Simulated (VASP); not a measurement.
# Ti (P6_3/mmc) in VASP: a series of runs, part 3 of 3

VASP 6.6.1. The steps go on from the part before.

## 5. Single point, PBE

The input, INCAR:

```
SYSTEM = Ti
PREC = Accurate ; ENCUT = 520
EDIFF = 1E-7 ; ISMEAR = -1
SIGMA = 0.01 ; LREAL = .FALSE.
LASPH = .TRUE. ; NELM = 100
ALGO = Normal ; ISIF = 2
LWAVE = .FALSE. ; LCHARG = .FALSE.
GGA = PE ; NBANDS = 19
```

The input, KPOINTS:

```
regular mesh
0
G
  12 12 7
  0 0 0
```

The input, POSCAR:

```
Ti
1.0
    2.9390756844      0.0000000000      0.0000000000
   -1.4695378422      2.5453142064      0.0000000000
    0.0000000000      0.0000000000      4.6559893251
Ti
2
Direct
    0.3333333333      0.6666666667      0.2500000000
    0.6666666667      0.3333333333      0.7500000000
```

Potentials or basis: VASP PAW PBE potentials, release 64 (Ti_sv).

On the command line:

```bash
cat potpaw_PBE.64/Ti_sv/POTCAR > POTCAR
mpirun -np 1 vasp_std > vasp.out
```

OUTCAR:

```text
SYSTEM = Ti
   PREC = Accurate
   ENCUT = 520
   EDIFF = 1E-7
   ISMEAR = -1
   LREAL = .FALSE.
   LASPH = .TRUE.
   NELM = 100
   ISIF = 2
   GGA = PE

 ion  position               nearest neighbor table
   1  0.333  0.667  0.250-   2 2.88   2 2.88   2 2.88   2 2.88   2 2.88   2 2.88
   2  0.667  0.333  0.750-   1 2.88   1 2.88   1 2.88   1 2.88   1 2.88   1 2.88

  LATTYP: Found a hexagonal cell.
 ALAT       =     2.9390756844
 C/A-ratio  =     1.5841678899

  Lattice vectors:

 A1 = (   2.9390756844,   0.0000000000,   0.0000000000)
 A2 = (  -1.4695378422,   2.5453142064,   0.0000000000)
 A3 = (   0.0000000000,   0.0000000000,   4.6559893251)

Analysis of symmetry for initial positions (statically):
=====================================================================
 Subroutine PRICEL returns:
 Original cell was already a primitive cell.

 Routine SETGRP: Setting up the symmetry group for a
 hexagonal supercell.

 Subroutine GETGRP returns: Found 24 space group operations
 (whereof 12 operations were pure point group operations)
 out of a pool of 24 trial point group operations.

The static configuration has the point symmetry D_3d.
 The point group associated with its full space group is D_6h.

Analysis of symmetry for dynamics (positions and initial velocities):
=====================================================================
 Subroutine PRICEL returns:
 Original cell was already a primitive cell.

 Routine SETGRP: Setting up the symmetry group for a
 hexagonal supercell.

 Subroutine GETGRP returns: Found 24 space group operations
 (whereof 12 operations were pure point group operations)
 out of a pool of 24 trial point group operations.

The dynamic configuration has the point symmetry D_3d.
 The point group associated with its full space group is D_6h.

 Subroutine INISYM returns: Found 24 space group operations
 (whereof 12 operations are pure point group operations),
 and found     1 'primitive' translations

----------------------------------------------------------------------------------------

                                     Primitive cell

  volume of cell :      34.8309

  direct lattice vectors                    reciprocal lattice vectors
     2.939075684  0.000000000  0.000000000     0.340243024  0.196439402  0.000000000
    -1.469537842  2.545314206  0.000000000     0.000000000  0.392878804  0.000000000
     0.000000000  0.000000000  4.655989325     0.000000000  0.000000000  0.214777125

  length of vectors
     2.939075684  2.939075684  4.655989325     0.392878804  0.392878804  0.214777125

  position of ions in fractional coordinates (direct lattice)
     0.333333333  0.666666667  0.250000000
     0.666666667  0.333333333  0.750000000

  ion indices of the primitive-cell ions
   primitive index   ion index
                 1           1
                 2           2

----------------------------------------------------------------------------------------

 KPOINTS: regular mesh

Automatic generation of k-mesh.
 Grid dimensions read from file:
 generate k-points for:   12   12    7

 Generating k-lattice:

  Cartesian coordinates                     Fractional coordinates (reciprocal lattice)
     0.028353585  0.016369950  0.000000000     0.083333333  0.000000000  0.000000000
     0.000000000  0.032739900  0.000000000     0.000000000  0.083333333  0.000000000
     0.000000000  0.000000000  0.030682446     0.000000000  0.000000000  0.142857143

  Length of vectors
     0.032739900  0.032739900  0.030682446

  Shift w.r.t. Gamma in fractional coordinates (k-lattice)
     0.000000000  0.000000000  0.000000000

 Subroutine IBZKPT returns following result:
 ===========================================

 Found     76 irreducible k-points:

 Following reciprocal coordinates:
            Coordinates               Weight
  0.000000  0.000000  0.000000      1.000000
  0.083333  0.000000  0.000000      6.000000
  0.166667  0.000000  0.000000      6.000000
  0.250000  0.000000  0.000000      6.000000
  0.333333  0.000000  0.000000      6.000000
  0.416667  0.000000  0.000000      6.000000
[... 16 lines left out ...]
  0.250000  0.000000  0.142857     12.000000
  0.333333  0.000000  0.142857     12.000000
 [... further k-points ...]
   k-points           NKPTS =     76   k-points in BZ     NKDIM =     76   number of bands    NBANDS=     19
   number of dos      NEDOS =    301   number of ions     NIONS =      2
   total plane-waves  NPLWV =  20736
   dimension x,y,z NGX =    24 NGY =   24 NGZ =   36
   dimension x,y,z NGXF=    48 NGYF=   48 NGZF=   72
   ions per type =               2
   NGX,Y,Z   is equivalent  to a cutoff of  13.58, 13.58, 12.85 a.u.
   NGXF,Y,Z  is equivalent  to a cutoff of  27.15, 27.15, 25.71 a.u.
 SYSTEM =  Ti
   PREC   = accura    normal or accurate (medium, high low for compatibility)
   ISTART =      0    job   : 0-new  1-cont  2-samecut
   ICHARG =      2    charge: 1-file 2-atom 10-const
   ISPIN  =      1    spin polarized calculation?
   LNONCOLLINEAR =      F non collinear calculations
   LSORBIT =      F    spin-orbit coupling
   LASPH  =      T    aspherical Exc in radial PAW
   ENCUT  =  520.0 eV  38.22 Ry    6.18 a.u.   5.46  5.46  8.66*2*pi/ulx,y,z
   NELM   =    100;   NELMIN=  2; NELMDL= -5     # of ELM steps
   EDIFF  = 0.1E-06   stopping-criterion for ELM
   LREAL  =      F    real-space projection
   EDIFFG = 0.1E-05   stopping-criterion for IOM
   NSW    =      0    number of steps for IOM
   IBRION =     -1    ionic relax: 0-MD 1-quasi-New 2-CG
   NFREE  =      0    steps in history (QN), initial steepest desc. (CG)
   ISIF   =      2    stress and relaxation
   ISYM   =      2    0-nonsym 1-usesym 2-fastsym
   POTIM  = 0.5000    time-step for ionic-motion
   TEBEG  =    0.0;   TEEND  =   0.0 temperature during run
   PSTRESS=    0.0 pullay stress
   NELECT =      24.0000    total number of electrons
   NUPDOWN=      -1.0000    fix difference up-down
   EMIN   =  10.00;   EMAX   =-10.00  energy-range for DOS
   EFERMI =   0.00;   METHOD = LEGACY
   ISMEAR =    -1;   SIGMA  =   0.01  broadening in eV -4-tet -1-fermi 0-gaus
   EFERMI_NEDOS =   21; number of points for ismear=-14 and -15
   IALGO  =     38    algorithm
   IMIX   =      4    mixing-type and parameters
     AMIX     =   0.40;   BMIX     =  1.00
     AMIX_MAG =   1.60;   BMIX_MAG =  1.00
  volume/ion in A,a.u.               =      17.42       117.53
  Fermi-wavevector in a.u.,A,eV,Ry     =   1.445963  2.732474 28.447185  2.090809
  Thomas-Fermi vector in A             =   2.564085
   LORBIT       =      0    0 simple, 1 ext, 2 COOP (PROOUT), +10 PAW based schemes
   GGA     = PE    functional components
   LHFCALC =     F    Hartree Fock is set to
   AEXX    =    0.0000 exact exchange contribution
   IVDW    =     0    specifies the selected vdW correction
   LEPSILON=     F    determine dielectric tensor
   LRPA    =     F    only Hartree local field effects (RPA)
 non-spin polarized calculation
  energy-cutoff  :      520.00
  volume of cell :       34.83
 maximum number of plane-waves:       965
 NGX is ok and might be reduce to    24
   NGX = 11   NGY = 11   NGZ = 17

 number of electron      24.0000001 magnetization

 Free energy of the ion-electron system (eV)
  ---------------------------------------------------
  ext. energy  EPLUGINS =         0.00000000
  ---------------------------------------------------
  free energy    TOTEN  =       -15.67143890 eV

  energy without entropy =      -15.67055133  energy(sigma->0) =      -15.67099511

 E-fermi :   8.3134     XC(G=0): -11.4851

 val. band max:        8.2998301847   @ k =   0.0000   0.0000   0.4286
 cond. band min:       8.3152134228   @ k =   0.2500   0.2500   0.4286
 fundamental gap:      0.0153832381
 Fermi energy:         8.3134330815

 k-point     1 :       0.0000    0.0000    0.0000
  band No.  band energies     occupation
      1     -48.5621      2.00000
      2     -48.4270      2.00000
      3     -25.1458      2.00000
      4     -24.5089      2.00000
      5     -24.5089      2.00000
      6     -24.4447      2.00000
[... 11 lines left out ...]
     18       9.9240      0.00000
     19      11.4446      0.00000
[... 485 lines left out ...]
 k-point    24 :       0.3333    0.0000    0.1429
  band No.  band energies     occupation
      1     -48.4768      2.00000
      2     -48.4069      2.00000
      3     -24.9723      2.00000
      4     -24.8213      2.00000
      5     -24.7681      2.00000
      6     -24.6089      2.00000
[... 11 lines left out ...]
     18      11.0236      0.00000
     19      11.7465      0.00000

 [... further k-points ...]

------------------------ aborting loop because EDIFF is reached ----------------------------------------

  FORCE on cell =-STRESS in cart. coord.  units (eV):
  Direction    XX          YY          ZZ          XY          YZ          ZX
  --------------------------------------------------------------------------------------
  -------------------------------------------------------------------------------------
  Total       -0.0787753     -0.0787753     -0.0955876      0.0000000     -0.0000000      0.0000000
  in kB       -3.6235706     -3.6235706     -4.3969159      0.0000000     -0.0000000      0.0000000
  external PRESSURE =      -3.8813524 kB  Pullay stress =       0.0000000 kB

 VOLUME and BASIS-vectors are now :
 -----------------------------------------------------------------------------
  energy-cutoff  :      520.00
  volume of cell :       34.83
      direct lattice vectors                 reciprocal lattice vectors
     2.939075684  0.000000000  0.000000000     0.340243024  0.196439402  0.000000000
    -1.469537842  2.545314206  0.000000000     0.000000000  0.392878804  0.000000000
     0.000000000  0.000000000  4.655989325     0.000000000  0.000000000  0.214777125

 POSITION                                       TOTAL-FORCE (eV/Angst)
 -----------------------------------------------------------------------------------
     -0.00000      1.69688      1.16400         0.000000     -0.000000      0.000000
      1.46954      0.84844      3.49199         0.000000      0.000000      0.000000
 -----------------------------------------------------------------------------------
    total drift:                               -0.000000      0.000000     -0.000000

  FREE ENERGIE OF THE ION-ELECTRON SYSTEM (eV)
  ---------------------------------------------------
  free  energy   TOTEN  =       -15.6714388979 eV

  energy  without entropy=      -15.6705513290  energy(sigma->0) =      -15.67099511
```

Run time: 44 s. Hardware: 1 thread of Intel Xeon 6975P-C, shared host; peak memory 0.18 GiB.

What came out:

- Free energy: -15.6714 eV
- Pressure: -0.4 GPa
- Band gap on the k mesh: zero (band 12 reaches 9.08 eV, above the bottom of band 13 at 8.01 eV)

Levels at points of the mesh, in eV from the Fermi level:
| k point | band 9 | band 10 | band 11 | band 12 | band 13 | band 14 | band 15 | band 16 |
| --- | --- | --- | --- | --- | --- | --- | --- | --- |
| (0.00, 0.00, 0.00) | -6.21 | -2.69 | 0.75 | 0.76 | 0.76 | 0.87 | 1.26 | 1.26 |
| (0.50, 0.00, 0.00) | -2.35 | -2.16 | -1.84 | -0.64 | 0.47 | 0.62 | 1.16 | 3.32 |

## 6. Single point, PBE

The input, INCAR:

```
SYSTEM = Ti
ALGO = Normal
EDIFF = 1E-6
ENCUT = 520
GGA = PE
ISIF = 2
ISMEAR = -1
LASPH = .TRUE.
LCHARG = .FALSE.
LREAL = .FALSE.
LWAVE = .FALSE.
NBANDS = 19
NELM = 60
PREC = Accurate
SIGMA = 0.03
```

The input, KPOINTS:

```
k-points
0
G
  12 12 7
  0 0 0
```

POSCAR is that of step 5.

Potentials or basis: VASP PAW PBE potentials, release 64 (Ti_sv).

On the command line:

```bash
cat potpaw_PBE.64/Ti_sv/POTCAR > POTCAR
mpirun -np 1 vasp_std > vasp.out
```

OUTCAR:

```text
SYSTEM = Ti
   EDIFF = 1E-6
   ENCUT = 520
   GGA = PE
   ISIF = 2
   ISMEAR = -1
   LASPH = .TRUE.
   LREAL = .FALSE.
   NELM = 60
   PREC = Accurate

 ion  position               nearest neighbor table
   1  0.333  0.667  0.250-   2 2.88   2 2.88   2 2.88   2 2.88   2 2.88   2 2.88
   2  0.667  0.333  0.750-   1 2.88   1 2.88   1 2.88   1 2.88   1 2.88   1 2.88

  LATTYP: Found a hexagonal cell.
 ALAT       =     2.9390756844
 C/A-ratio  =     1.5841678899

  Lattice vectors:

[... 717 lines left out ...]
------------------------ aborting loop because EDIFF is reached ----------------------------------------

  FORCE on cell =-STRESS in cart. coord.  units (eV):
  Direction    XX          YY          ZZ          XY          YZ          ZX
  --------------------------------------------------------------------------------------
  -------------------------------------------------------------------------------------
  Total       -0.0627012     -0.0627012     -0.1019170      0.0000000      0.0000000      0.0000000
  in kB       -2.8841781     -2.8841781     -4.6880582      0.0000000      0.0000000      0.0000000
  external PRESSURE =      -3.4854715 kB  Pullay stress =       0.0000000 kB

 VOLUME and BASIS-vectors are now :
 -----------------------------------------------------------------------------
  energy-cutoff  :      520.00
  volume of cell :       34.83
      direct lattice vectors                 reciprocal lattice vectors
     2.939075684  0.000000000  0.000000000     0.340243024  0.196439402  0.000000000
    -1.469537842  2.545314206  0.000000000     0.000000000  0.392878804  0.000000000
     0.000000000  0.000000000  4.655989325     0.000000000  0.000000000  0.214777125

 POSITION                                       TOTAL-FORCE (eV/Angst)
 -----------------------------------------------------------------------------------
     -0.00000      1.69688      1.16400        -0.000000      0.000000      0.000000
      1.46954      0.84844      3.49199         0.000000     -0.000000      0.000000
 -----------------------------------------------------------------------------------
    total drift:                               -0.000000      0.000000     -0.000000

  FREE ENERGIE OF THE ION-ELECTRON SYSTEM (eV)
  ---------------------------------------------------
  free  energy   TOTEN  =       -15.6743539953 eV

  energy  without entropy=      -15.6681030134  energy(sigma->0) =      -15.67122850
```

OSZICAR:

```text
N       E                     dE             d eps       ncg     rms          rms(c)
DAV:   1     0.261486093333E+03    0.26149E+03   -0.13046E+04  2896   0.158E+03
DAV:   2     0.125986890221E+02   -0.24889E+03   -0.24497E+03  2987   0.438E+02
DAV:   3    -0.164647629338E+02   -0.29063E+02   -0.28719E+02  5406   0.123E+02
DAV:   4    -0.177009819076E+02   -0.12362E+01   -0.12346E+01  3340   0.263E+01
DAV:   5    -0.177662113496E+02   -0.65229E-01   -0.65212E-01  4289   0.423E+00    0.118E+01
DAV:   6    -0.156722156564E+02    0.20940E+01   -0.76598E+00  3371   0.277E+01    0.296E+00
DAV:   7    -0.156557457591E+02    0.16470E-01   -0.69608E-01  4334   0.610E+00    0.206E+00
DAV:   8    -0.156816633210E+02   -0.25918E-01   -0.19841E-01  3137   0.510E+00    0.698E-01
DAV:   9    -0.156739183590E+02    0.77450E-02   -0.43134E-02  3288   0.212E+00    0.692E-02
DAV:  10    -0.156743364085E+02   -0.41805E-03   -0.32349E-03  4087   0.338E-01    0.746E-02
DAV:  11    -0.156743662509E+02   -0.29842E-04   -0.11653E-04  3745   0.747E-02    0.375E-02
DAV:  12    -0.156743534509E+02    0.12800E-04   -0.40495E-05  3283   0.551E-02    0.190E-03
DAV:  13    -0.156743539953E+02   -0.54432E-06   -0.96217E-07  2103   0.872E-03
   1 F= -.15674354E+02 E0= -.15671229E+02  d E =-.625098E-02
```

Wall time 34 s (1 thread of Intel Xeon 6975P-C, shared host); peak memory 0.18 GiB.

Results:

```yaml
Free_energy: -15.6744 eV
Pressure: -0.3 GPa
Band_gap_on_the_k_mesh: zero (band 12 reaches 9.08 eV, above the bottom of band 13 at 8.01 eV)
```

Stress tensor (GPa, compression positive):
```
-0.29  0.00  0.00
 0.00 -0.29  0.00
 0.00  0.00 -0.47
```

## 7. The runs side by side

```csv
k mesh,smearing,gap on the mesh (eV),pressure (GPa)
6 × 6 × 4,fermi-dirac 0.1 eV,none,-0.2
8 × 8 × 4,fermi-dirac 0.1 eV,none,-0.4
10 × 10 × 6,fermi-dirac 0.1 eV,none,-0.2
12 × 12 × 7,fermi-dirac 0.01 eV,none,-0.4
12 × 12 × 7,fermi-dirac 0.03 eV,none,-0.3
```

Alike in all rows: task single point; level PBE; potentials or basis VASP PAW PBE potentials, release 64 (Ti_sv); no spin polarisation; cell as given; cutoff (eV) 520.

Caveats: some runs use coarse meshes.

Total energies depend on the potentials used, so only differences within one code and one set of settings carry meaning.
